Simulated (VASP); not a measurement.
# MgC2 (P4_2/mnm) in VASP: notebook, part 2 of 2

VASP 6.6.1. Earlier steps stand in the parts before.

## (3) Single point, PBE

File INCAR:

```
SYSTEM = MgC2
PREC     = Accurate       ! precision mode
ENCUT    = 520            ! plane-wave cutoff, eV
EDIFF    = 1E-6           ! SCF threshold, eV
ISMEAR   = 1              ! smearing method
SIGMA    = 0.02           ! smearing width, eV
LREAL    = .FALSE.        ! projectors in reciprocal space
LASPH    = .TRUE.         ! aspherical terms in the spheres
NELM     = 80             ! most SCF steps
ALGO     = Normal         ! electronic algorithm
ISIF     = 2              ! what is computed and relaxed
LWAVE    = .FALSE.        ! write WAVECAR
LCHARG   = .TRUE.         ! write CHGCAR
GGA      = PE             ! functional
LELF     = .TRUE.         ! ELF
LVHAR    = .TRUE.       
NBANDS   = 19             ! bands
```

File KPOINTS:

```
Automatic mesh
0
G
  6 6 5
  0 0 0
```

File POSCAR:

```
MgC2
1.0
    3.9464691905      0.0000000000      0.0000000000
    0.0000000000      3.9464691905      0.0000000000
    0.0000000000      0.0000000000      4.9861738038
Mg C
2 4
Direct
    0.0000000000      0.0000000000      0.0000000000
    0.5000000000      0.5000000000      0.5000000000
    0.3876958170      0.3876958170      0.0000000000
    0.1123041830      0.8876958170      0.5000000000
    0.6123041830      0.6123041830      0.0000000000
    0.8876958170      0.1123041830      0.5000000000
```

Potentials or basis: VASP PAW PBE potentials, release 64 (Mg, C).

Run with:

```bash
> cat potpaw_PBE.64/Mg/POTCAR potpaw_PBE.64/C/POTCAR > POTCAR
> mpirun -np 1 vasp_std > vasp.out
```

OUTCAR:

```text
SYSTEM = MgC2
   PREC = Accurate
   ENCUT = 520
   EDIFF = 1E-6
   ISMEAR = 1
   LREAL = .FALSE.
   LASPH = .TRUE.
   NELM = 80
   ISIF = 2
   GGA = PE

 ion  position               nearest neighbor table
   1  0.000  0.000  0.000-   3 2.16   5 2.16   4 2.57   6 2.57   4 2.57   6 2.57   5 2.86   5 2.86
                             3 2.86   3 2.86
   2  0.500  0.500  0.500-   4 2.16   6 2.16   5 2.57   3 2.57   3 2.57   5 2.57   4 2.86   6 2.86
                             4 2.86   6 2.86
   3  0.388  0.388  0.000-   5 1.25   1 2.16   2 2.57   2 2.57   1 2.86   1 2.86
   4  0.112  0.888  0.500-   6 1.25   2 2.16   1 2.57   1 2.57   2 2.86   2 2.86
   5  0.612  0.612  0.000-   3 1.25   1 2.16   2 2.57   2 2.57   1 2.86   1 2.86
   6  0.888  0.112  0.500-   4 1.25   2 2.16   1 2.57   1 2.57   2 2.86   2 2.86

  LATTYP: Found a simple tetragonal cell.
 ALAT       =     3.9464691905
 C/A-ratio  =     1.2634518510

  Lattice vectors:

 A1 = (   3.9464691905,   0.0000000000,   0.0000000000)
 A2 = (   0.0000000000,   3.9464691905,   0.0000000000)
 A3 = (   0.0000000000,   0.0000000000,   4.9861738038)

Analysis of symmetry for initial positions (statically):
=====================================================================
 Subroutine PRICEL returns:
 Original cell was already a primitive cell.

 Routine SETGRP: Setting up the symmetry group for a
 simple tetragonal supercell.

 Subroutine GETGRP returns: Found 16 space group operations
 (whereof  8 operations were pure point group operations)
 out of a pool of 16 trial point group operations.

The static configuration has the point symmetry D_2h.
 The point group associated with its full space group is D_4h.

Analysis of symmetry for dynamics (positions and initial velocities):
=====================================================================
 Subroutine PRICEL returns:
 Original cell was already a primitive cell.

 Routine SETGRP: Setting up the symmetry group for a
 simple tetragonal supercell.

 Subroutine GETGRP returns: Found 16 space group operations
 (whereof  8 operations were pure point group operations)
 out of a pool of 16 trial point group operations.

The dynamic configuration has the point symmetry D_2h.
 The point group associated with its full space group is D_4h.

 Subroutine INISYM returns: Found 16 space group operations
 (whereof  8 operations are pure point group operations),
 and found     1 'primitive' translations

----------------------------------------------------------------------------------------

                                     Primitive cell

  volume of cell :      77.6578

  direct lattice vectors                    reciprocal lattice vectors
     3.946469190  0.000000000  0.000000000     0.253391057  0.000000000  0.000000000
     0.000000000  3.946469190  0.000000000     0.000000000  0.253391057  0.000000000
     0.000000000  0.000000000  4.986173804     0.000000000  0.000000000  0.200554581

  length of vectors
     3.946469190  3.946469190  4.986173804     0.253391057  0.253391057  0.200554581

  position of ions in fractional coordinates (direct lattice)
     0.000000000  0.000000000  0.000000000
     0.500000000  0.500000000  0.500000000
     0.387695817  0.387695817  0.000000000
     0.112304183  0.887695817  0.500000000
     0.612304183  0.612304183  0.000000000
     0.887695817  0.112304183  0.500000000

  ion indices of the primitive-cell ions
   primitive index   ion index
                 1           1
                 2           2
[... 57 lines left out ...]
 [... further k-points ...]
   k-points           NKPTS =     30   k-points in BZ     NKDIM =     30   number of bands    NBANDS=     19
   number of dos      NEDOS =    301   number of ions     NIONS =      6
   total plane-waves  NPLWV =  36000
   dimension x,y,z NGX =    30 NGY =   30 NGZ =   40
   dimension x,y,z NGXF=    60 NGYF=   60 NGZF=   80
   ions per type =               2   4
   NGX,Y,Z   is equivalent  to a cutoff of  12.64, 12.64, 13.34 a.u.
   NGXF,Y,Z  is equivalent  to a cutoff of  25.28, 25.28, 26.67 a.u.
 SYSTEM =  MgC2
   PREC   = accura    normal or accurate (medium, high low for compatibility)
   ISTART =      0    job   : 0-new  1-cont  2-samecut
   ICHARG =      2    charge: 1-file 2-atom 10-const
   ISPIN  =      1    spin polarized calculation?
   LNONCOLLINEAR =      F non collinear calculations
   LSORBIT =      F    spin-orbit coupling
   LASPH  =      T    aspherical Exc in radial PAW
   ENCUT  =  520.0 eV  38.22 Ry    6.18 a.u.   7.34  7.34  9.27*2*pi/ulx,y,z
   NELM   =     80;   NELMIN=  2; NELMDL= -5     # of ELM steps
   EDIFF  = 0.1E-05   stopping-criterion for ELM
   LREAL  =      F    real-space projection
   EDIFFG = 0.1E-04   stopping-criterion for IOM
   NSW    =      0    number of steps for IOM
   IBRION =     -1    ionic relax: 0-MD 1-quasi-New 2-CG
   NFREE  =      0    steps in history (QN), initial steepest desc. (CG)
   ISIF   =      2    stress and relaxation
   ISYM   =      2    0-nonsym 1-usesym 2-fastsym
   POTIM  = 0.5000    time-step for ionic-motion
   TEBEG  =    0.0;   TEEND  =   0.0 temperature during run
   PSTRESS=    0.0 pullay stress
   NELECT =      20.0000    total number of electrons
   NUPDOWN=      -1.0000    fix difference up-down
   EMIN   =  10.00;   EMAX   =-10.00  energy-range for DOS
   EFERMI =   0.00;   METHOD = LEGACY
   ISMEAR =     1;   SIGMA  =   0.02  broadening in eV -4-tet -1-fermi 0-gaus
   EFERMI_NEDOS =   21; number of points for ismear=-14 and -15
   IALGO  =     38    algorithm
   IMIX   =      4    mixing-type and parameters
     AMIX     =   0.40;   BMIX     =  1.00
     AMIX_MAG =   1.60;   BMIX_MAG =  1.00
  volume/ion in A,a.u.               =      12.94        87.34
  Fermi-wavevector in a.u.,A,eV,Ry     =   1.041573  1.968288 14.760623  1.084875
  Thomas-Fermi vector in A             =   2.176200
   LORBIT       =      0    0 simple, 1 ext, 2 COOP (PROOUT), +10 PAW based schemes
   GGA     = PE    functional components
   LHFCALC =     F    Hartree Fock is set to
   AEXX    =    0.0000 exact exchange contribution
   IVDW    =     0    specifies the selected vdW correction
   LEPSILON=     F    determine dielectric tensor
   LRPA    =     F    only Hartree local field effects (RPA)
 non-spin polarized calculation
 Methfessel and Paxton  Order N= 1 SIGMA  =   0.02
  energy-cutoff  :      520.00
  volume of cell :       77.66
 maximum number of plane-waves:      2122
 NGX is ok and might be reduce to    30
   NGX = 15   NGY = 15   NGZ = 19

 number of electron      20.0000000 magnetization

 Free energy of the ion-electron system (eV)
  ---------------------------------------------------
  ext. energy  EPLUGINS =         0.00000000
  ---------------------------------------------------
  free energy    TOTEN  =       -37.38063695 eV

  energy without entropy =      -37.38066550  energy(sigma->0) =      -37.38064646

 E-fermi :   1.0753     XC(G=0):  -9.5157

 val. band max:        1.0586168776   @ k =   0.5000   0.5000   0.4000
 cond. band min:       3.7037322097   @ k =   0.0000   0.0000   0.0000
 fundamental gap:      2.6451153320
 Fermi energy:         1.0753094946

 k-point     1 :       0.0000    0.0000    0.0000
  band No.  band energies     occupation
      1     -11.7869      2.00000
      2     -10.9161      2.00000
      3      -2.3356      2.00000
      4      -1.9177      2.00000
      5      -1.9177      2.00000
      6      -1.8700      2.00000
[... 505 lines left out ...]
      6      -0.4627      2.00000
[... 11 lines left out ...]
     18      11.7008      0.00000
     19      12.6803      0.00000

 [... further k-points ...]

------------------------ aborting loop because EDIFF is reached ----------------------------------------

  FORCE on cell =-STRESS in cart. coord.  units (eV):
  Direction    XX          YY          ZZ          XY          YZ          ZX
  --------------------------------------------------------------------------------------
  -------------------------------------------------------------------------------------
  Total        0.0497835      0.0497835     -0.0898350     -0.0000000      0.0000000      0.0000000
  in kB        1.0270953      1.0270953     -1.8534089     -0.0000000      0.0000000      0.0000000
  external PRESSURE =       0.0669273 kB  Pullay stress =       0.0000000 kB

 VOLUME and BASIS-vectors are now :
 -----------------------------------------------------------------------------
  energy-cutoff  :      520.00
  volume of cell :       77.66
      direct lattice vectors                 reciprocal lattice vectors
     3.946469190  0.000000000  0.000000000     0.253391057  0.000000000  0.000000000
     0.000000000  3.946469190  0.000000000     0.000000000  0.253391057  0.000000000
     0.000000000  0.000000000  4.986173804     0.000000000  0.000000000  0.200554581

 POSITION                                       TOTAL-FORCE (eV/Angst)
 -----------------------------------------------------------------------------------
      0.00000      0.00000      0.00000         0.000000      0.000000      0.000000
      1.97323      1.97323      2.49309         0.000000      0.000000      0.000000
      1.53003      1.53003      0.00000        -0.100794     -0.100794     -0.000000
      0.44320      3.50326      2.49309         0.100794     -0.100794      0.000000
      2.41644      2.41644      0.00000         0.100794      0.100794      0.000000
      3.50326      0.44320      2.49309        -0.100794      0.100794      0.000000
 -----------------------------------------------------------------------------------
    total drift:                               -0.000000      0.000000     -0.000000

  FREE ENERGIE OF THE ION-ELECTRON SYSTEM (eV)
  ---------------------------------------------------
  free  energy   TOTEN  =       -37.3806369475 eV

  energy  without entropy=      -37.3806654999  energy(sigma->0) =      -37.38064646
```

Wall time 75 s (1 thread of Intel Xeon 8259CL, shared host); peak memory 0.2 GiB.

Results:

| Property | Result |
| --- | --- |
| Free energy | -37.3806 eV |
| Pressure | 0.0 GPa |
| Largest force | 0.143 eV/Å |
| Band gap on the k mesh | 2.65 eV (least direct gap 2.97 eV) |

Forces on the atoms (eV/Å):
```
Mg   0.000  0.000  0.000
Mg   0.000  0.000  0.000
C   -0.101 -0.101  0.000
C    0.101 -0.101  0.000
C    0.101  0.101  0.000
C   -0.101  0.101  0.000
```

Levels at points of the mesh, in eV from the valence-band top:
| k point | band 7 | band 8 | band 9 | band 10 | band 11 | band 12 | band 13 | band 14 |
| --- | --- | --- | --- | --- | --- | --- | --- | --- |
| (0.00, 0.00, 0.00) | -1.29 | -0.38 | -0.32 | -0.32 | 2.65 | 5.30 | 5.66 | 5.66 |
| (0.50, 0.00, 0.00) | -1.61 | -1.61 | -0.26 | -0.26 | 5.42 | 5.42 | 5.53 | 5.53 |
| (0.50, 0.50, 0.00) | -1.62 | -1.62 | -0.92 | -0.92 | 3.99 | 3.99 | 6.64 | 6.64 |

Caveat: an odd mesh through Γ misses points on the zone boundary, where band edges can lie.
